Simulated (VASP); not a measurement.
# Ba2RuN2 (I4/mmm) in VASP: single point with PBE

Aim: the single point of Ba2RuN2 with PBE.

All numbers are computed with VASP 6.6.1; they aren't measurements. Logs are shortened: lines on timing, memory, paths and dates and some standing lists are left out, and cuts for length are marked.

## Step 1: The cell of the first run

The structure is tetragonal, space group I4/mmm (No. 139). Conventional cell: a = 4.317 Å, b = 4.317 Å, c = 13.535 Å, α = 90.00°, β = 90.00°, γ = 90.00°. Within 4.0 Å of Ba (site symmetry 4mm) lie 5 N at 3.05 to 3.09 Å and 4 Ru at 3.57 Å and 1 Ba at 3.71 Å. Ru (site symmetry 4/mmm) has 2 N at 1.82 Å within 2.4 Å. Within 2.4 Å of N (site symmetry 4mm) lie 1 Ru at 1.82 Å.

## Step 2: Single point, PBE (25.22 Å³/atom)

INCAR reads:

```
ALGO = Normal
EDIFF = 1E-6
ENCUT = 520
GGA = PE
ISIF = 2
ISMEAR = 0
LASPH = True
LCHARG = False
LREAL = False
LWAVE = False
NBANDS = 30
NELM = 100
PREC = Accurate
SIGMA = 0.1
```

KPOINTS reads:

```
k-points
0
Gamma
  12 12 12
```

POSCAR reads:

```
Ba2RuN2
1.0
   -2.1584640843      2.1584640843      6.7672583175
    2.1584640843     -2.1584640843      6.7672583175
    2.1584640843      2.1584640843     -6.7672583175
Ba Ru N
2 1 2
Direct
    0.1370929573      0.1370929573      0.0000000000
    0.8629070427      0.8629070427      0.0000000000
    0.5000000000      0.5000000000      0.0000000000
    0.6345873221      0.6345873221      0.0000000000
    0.3654126779      0.3654126779      0.0000000000
```

Potentials or basis: VASP PAW PBE potentials, release 64 (Ba_sv, Ru_pv, N).

Run with:

```sh
$ cat potpaw_PBE.64/Ba_sv/POTCAR potpaw_PBE.64/Ru_pv/POTCAR potpaw_PBE.64/N/POTCAR > POTCAR
$ mpirun -np 1 vasp_std > vasp.out
```

OUTCAR:

```text
EDIFF = 1E-6
   ENCUT = 520
   GGA = PE
   ISIF = 2
   ISMEAR = 0
   LASPH = True
   LREAL = False
   NELM = 100
   PREC = Accurate

 ion  position               nearest neighbor table
   1  0.137  0.137  0.000-   4 3.05   4 3.05   4 3.05   4 3.05   5 3.09   3 3.57   3 3.57   3 3.57
                             3 3.57   2 3.71   2 4.32   2 4.32   2 4.32   2 4.32
   2  0.863  0.863  0.000-   5 3.05   5 3.05   5 3.05   5 3.05   4 3.09   3 3.57   3 3.57   3 3.57
                             3 3.57   1 3.71   1 4.32   1 4.32   1 4.32   1 4.32
   3  0.500  0.500  0.000-   4 1.82   5 1.82   1 3.57   2 3.57   1 3.57   1 3.57   1 3.57   2 3.57
                             2 3.57   2 3.57
   4  0.635  0.635  0.000-   3 1.82   1 3.05   1 3.05   1 3.05   1 3.05   2 3.09
   5  0.365  0.365  0.000-   3 1.82   2 3.05   2 3.05   2 3.05   2 3.05   1 3.09

  LATTYP: Found a body centered tetragonal cell.
 ALAT       =     4.3169281686
 C/A-ratio  =     3.1352193287

  Lattice vectors:

 A1 = (  -2.1584640843,   2.1584640843,   6.7672583175)
 A2 = (   2.1584640843,  -2.1584640843,   6.7672583175)
 A3 = (   2.1584640843,   2.1584640843,  -6.7672583175)

Analysis of symmetry for initial positions (statically):
=====================================================================
 Subroutine PRICEL returns:
 Original cell was already a primitive cell.

 Routine SETGRP: Setting up the symmetry group for a
 body centered tetragonal supercell.

 Subroutine GETGRP returns: Found 16 space group operations
 (whereof 16 operations were pure point group operations)
 out of a pool of 16 trial point group operations.

The static configuration has the point symmetry D_4h.

Analysis of symmetry for dynamics (positions and initial velocities):
=====================================================================
 Subroutine PRICEL returns:
 Original cell was already a primitive cell.

 Routine SETGRP: Setting up the symmetry group for a
 body centered tetragonal supercell.

 Subroutine GETGRP returns: Found 16 space group operations
 (whereof 16 operations were pure point group operations)
 out of a pool of 16 trial point group operations.

The dynamic configuration has the point symmetry D_4h.

 Subroutine INISYM returns: Found 16 space group operations
 (whereof 16 operations are pure point group operations),
 and found     1 'primitive' translations

----------------------------------------------------------------------------------------

                                     Primitive cell

  volume of cell :     126.1137

  direct lattice vectors                    reciprocal lattice vectors
    -2.158464084  2.158464084  6.767258317     0.000000000  0.231646199  0.073885165
     2.158464084 -2.158464084  6.767258317     0.231646199  0.000000000  0.073885165
     2.158464084  2.158464084 -6.767258317     0.231646199  0.231646199  0.000000000

  length of vectors
     7.423861498  7.423861498  7.423861498     0.243143947  0.243143947  0.327597196

  position of ions in fractional coordinates (direct lattice)
     0.137092957  0.137092957  0.000000000
     0.862907043  0.862907043  0.000000000
     0.500000000  0.500000000  0.000000000
     0.634587322  0.634587322  0.000000000
     0.365412678  0.365412678  0.000000000

  ion indices of the primitive-cell ions
   primitive index   ion index
                 1           1
                 2           2
                 3           3
                 4           4
                 5           5

----------------------------------------------------------------------------------------

 KPOINTS: k-points

Automatic generation of k-mesh.
 Grid dimensions read from file:
 generate k-points for:   12   12   12

 Generating k-lattice:

  Cartesian coordinates                     Fractional coordinates (reciprocal lattice)
     0.000000000  0.019303850  0.006157097     0.083333333  0.000000000  0.000000000
     0.019303850  0.000000000  0.006157097     0.000000000  0.083333333  0.000000000
     0.019303850  0.019303850  0.000000000     0.000000000  0.000000000  0.083333333

  Length of vectors
     0.020261996  0.020261996  0.027299766

  Shift w.r.t. Gamma in fractional coordinates (k-lattice)
     0.000000000  0.000000000  0.000000000

 Subroutine IBZKPT returns following result:
 ===========================================

 Found    163 irreducible k-points:

 Following reciprocal coordinates:
            Coordinates               Weight
  0.000000  0.000000  0.000000      1.000000
  0.083333 -0.000000  0.000000      8.000000
  0.166667  0.000000 -0.000000      8.000000
  0.250000  0.000000  0.000000      8.000000
  0.333333  0.000000  0.000000      8.000000
  0.416667  0.000000 -0.000000      8.000000
[... 16 lines left out ...]
  0.500000  0.166667  0.000000     16.000000
 -0.416667  0.166667  0.000000     16.000000
 [... further k-points ...]
   k-points           NKPTS =    163   k-points in BZ     NKDIM =    163   number of bands    NBANDS=     30
   number of dos      NEDOS =    301   number of ions     NIONS =      5
   total plane-waves  NPLWV = 175616
   dimension x,y,z NGX =    56 NGY =   56 NGZ =   56
   dimension x,y,z NGXF=   112 NGYF=  112 NGZF=  112
   ions per type =               2   1   2
   NGX,Y,Z   is equivalent  to a cutoff of  12.54, 12.54, 12.54 a.u.
   NGXF,Y,Z  is equivalent  to a cutoff of  25.08, 25.08, 25.08 a.u.
 SYSTEM =  unknown system
   PREC   = accura    normal or accurate (medium, high low for compatibility)
   ISTART =      0    job   : 0-new  1-cont  2-samecut
   ICHARG =      2    charge: 1-file 2-atom 10-const
   ISPIN  =      1    spin polarized calculation?
   LNONCOLLINEAR =      F non collinear calculations
   LSORBIT =      F    spin-orbit coupling
   LASPH  =      T    aspherical Exc in radial PAW
   ENCUT  =  520.0 eV  38.22 Ry    6.18 a.u.  13.80 13.80 13.80*2*pi/ulx,y,z
   NELM   =    100;   NELMIN=  2; NELMDL= -5     # of ELM steps
   EDIFF  = 0.1E-05   stopping-criterion for ELM
   LREAL  =      F    real-space projection
   EDIFFG = 0.1E-04   stopping-criterion for IOM
   NSW    =      0    number of steps for IOM
   IBRION =     -1    ionic relax: 0-MD 1-quasi-New 2-CG
   NFREE  =      0    steps in history (QN), initial steepest desc. (CG)
   ISIF   =      2    stress and relaxation
   ISYM   =      2    0-nonsym 1-usesym 2-fastsym
   POTIM  = 0.5000    time-step for ionic-motion
   TEBEG  =    0.0;   TEEND  =   0.0 temperature during run
   PSTRESS=    0.0 pullay stress
   NELECT =      44.0000    total number of electrons
   NUPDOWN=      -1.0000    fix difference up-down
   EMIN   =  10.00;   EMAX   =-10.00  energy-range for DOS
   EFERMI =   0.00;   METHOD = LEGACY
   ISMEAR =     0;   SIGMA  =   0.10  broadening in eV -4-tet -1-fermi 0-gaus
   EFERMI_NEDOS =   21; number of points for ismear=-14 and -15
   IALGO  =     38    algorithm
   IMIX   =      4    mixing-type and parameters
     AMIX     =   0.40;   BMIX     =  1.00
     AMIX_MAG =   1.60;   BMIX_MAG =  1.00
  volume/ion in A,a.u.               =      25.22       170.21
  Fermi-wavevector in a.u.,A,eV,Ry     =   1.152493  2.177896 18.071801  1.328240
  Thomas-Fermi vector in A             =   2.289144
   LORBIT       =      0    0 simple, 1 ext, 2 COOP (PROOUT), +10 PAW based schemes
   GGA     = PE    functional components
   LHFCALC =     F    Hartree Fock is set to
   AEXX    =    0.0000 exact exchange contribution
   IVDW    =     0    specifies the selected vdW correction
   LEPSILON=     F    determine dielectric tensor
   LRPA    =     F    only Hartree local field effects (RPA)
 non-spin polarized calculation
 Gauss-broadening in eV      SIGMA  =   0.10
  energy-cutoff  :      520.00
  volume of cell :      126.11
 maximum number of plane-waves:      3436
   NGX = 27   NGY = 27   NGZ = 27

 number of electron      44.0000002 magnetization

 Free energy of the ion-electron system (eV)
  ---------------------------------------------------
  ext. energy  EPLUGINS =         0.00000000
  ---------------------------------------------------
  free energy    TOTEN  =       -31.48917708 eV

  energy without entropy =      -31.48816910  energy(sigma->0) =      -31.48867309

 E-fermi :   3.6064     XC(G=0):  -9.2256

 val. band max:        3.5916444328   @ k =   0.4167   0.4167   0.0833
 cond. band min:       3.6157939032   @ k =   0.3333   0.3333   0.1667
 fundamental gap:      0.0241494704
 Fermi energy:         3.6063988211

 k-point     1 :       0.0000    0.0000    0.0000
  band No.  band energies     occupation
      1     -40.1838      2.00000
      2     -38.7867      2.00000
      3     -38.7867      2.00000
      4     -24.5628      2.00000
      5     -24.4564      2.00000
      6     -10.6954      2.00000
[... 22 lines left out ...]
     29       6.9865      0.00000
     30       6.9910      0.00000

 k-point     2 :       0.0833   -0.0000    0.0000
  band No.  band energies     occupation
      1     -40.1838      2.00000
      2     -38.7868      2.00000
      3     -38.7867      2.00000
      4     -24.5599      2.00000
      5     -24.4561      2.00000
      6     -10.7383      2.00000
[... 22 lines left out ...]
     29       6.9968      0.00000
     30       7.0965      0.00000

 k-point     3 :       0.1667    0.0000   -0.0000
  band No.  band energies     occupation
      1     -40.1838      2.00000
      2     -38.7871      2.00000
      3     -38.7867      2.00000
      4     -24.5518      2.00000
      5     -24.4554      2.00000
      6     -10.8521      2.00000
[... 22 lines left out ...]
     29       7.0577      0.00000
     30       7.2250      0.00000

 k-point     4 :       0.2500    0.0000    0.0000
  band No.  band energies     occupation
      1     -40.1838      2.00000
      2     -38.7876      2.00000
      3     -38.7866      2.00000
      4     -24.5403      2.00000
      5     -24.4549      2.00000
      6     -10.9962      2.00000
[... 616 lines left out ...]
     29       7.8057      0.00000
     30       8.1470      0.00000

 k-point    23 :       0.5000    0.1667    0.0000
  band No.  band energies     occupation
      1     -40.1837      2.00000
      2     -38.7884      2.00000
      3     -38.7870      2.00000
      4     -24.5091      2.00000
      5     -24.4513      2.00000
      6     -11.1530      2.00000
[... 22 lines left out ...]
     29       7.8931      0.00000
     30       8.0869      0.00000

 k-point    24 :      -0.4167    0.1667    0.0000
  band No.  band energies     occupation
      1     -40.1837      2.00000
      2     -38.7883      2.00000
      3     -38.7870      2.00000
      4     -24.5146      2.00000
      5     -24.4489      2.00000
      6     -11.1340      2.00000
[... 22 lines left out ...]
     29       7.7091      0.00000
     30       7.9479      0.00000

 [... further k-points ...]

------------------------ aborting loop because EDIFF is reached ----------------------------------------

  FORCE on cell =-STRESS in cart. coord.  units (eV):
  Direction    XX          YY          ZZ          XY          YZ          ZX
  --------------------------------------------------------------------------------------
  -------------------------------------------------------------------------------------
  Total       -2.8637288     -2.8637288     -3.1070736      0.0000000     -0.0000000      0.0000000
  in kB      -36.3814557    -36.3814557    -39.4729624      0.0000000     -0.0000000      0.0000000
  external PRESSURE =     -37.4119580 kB  Pullay stress =       0.0000000 kB

 VOLUME and BASIS-vectors are now :
 -----------------------------------------------------------------------------
  energy-cutoff  :      520.00
  volume of cell :      126.11
      direct lattice vectors                 reciprocal lattice vectors
    -2.158464084  2.158464084  6.767258317     0.000000000  0.231646199  0.073885165
     2.158464084 -2.158464084  6.767258317     0.231646199  0.000000000  0.073885165
     2.158464084  2.158464084 -6.767258317     0.231646199  0.231646199  0.000000000

 POSITION                                       TOTAL-FORCE (eV/Angst)
 -----------------------------------------------------------------------------------
      0.00000      0.00000      1.85549         0.000000      0.000000      0.040090
      0.00000      0.00000     11.67903         0.000000      0.000000     -0.040090
      0.00000      0.00000      6.76726        -0.000000     -0.000000      0.000000
      0.00000      0.00000      8.58883         0.000000      0.000000     -0.056438
      0.00000      0.00000      4.94568         0.000000      0.000000      0.056438
 -----------------------------------------------------------------------------------
    total drift:                                0.000000     -0.000000      0.000000

  FREE ENERGIE OF THE ION-ELECTRON SYSTEM (eV)
  ---------------------------------------------------
  free  energy   TOTEN  =       -31.4891770807 eV

  energy  without entropy=      -31.4881691000  energy(sigma->0) =      -31.48867309
```

Run time: 43 min. Hardware: 1 thread of Intel Xeon 8259CL, shared host; peak memory 0.87 GiB.

Results:

```yaml
Free_energy: -31.4892 eV
Pressure: -3.7 GPa
Largest_force: 0.056 eV/Å
Band_gap_on_the_k_mesh: zero (bands 22 and 23 overlap by 0.01 eV)
```

Forces on the atoms (eV/Å):
```
Ba   0.000  0.000  0.040
Ba   0.000  0.000 -0.040
Ru   0.000  0.000  0.000
N    0.000  0.000 -0.056
N    0.000  0.000  0.056
```

Stress tensor (GPa, compression positive):
```
-3.64  0.00  0.00
 0.00 -3.64  0.00
 0.00  0.00 -3.95
```

Levels at points of the mesh, in eV from the Fermi level:
```
           k point  band 20  band 21  band 22  band 23  band 24  band 25
(0.00, 0.00, 0.00)    -1.72    -1.62    -1.08     0.93     1.04     1.04
(0.50, 0.00, 0.00)    -1.94    -1.27    -0.51     0.58     0.97     1.64
(0.50, 0.50, 0.00)    -1.36    -0.60    -0.02     0.01     0.20     1.34
(0.50, 0.50, 0.50)    -1.90    -1.82    -1.08     1.37     1.45     1.45
```

Caveat: the cell stands under tension; spin-orbit coupling is left out, which moves the levels of the heavy elements.

The gap in the log of VASP goes by the Fermi energy; the results here count the filled bands.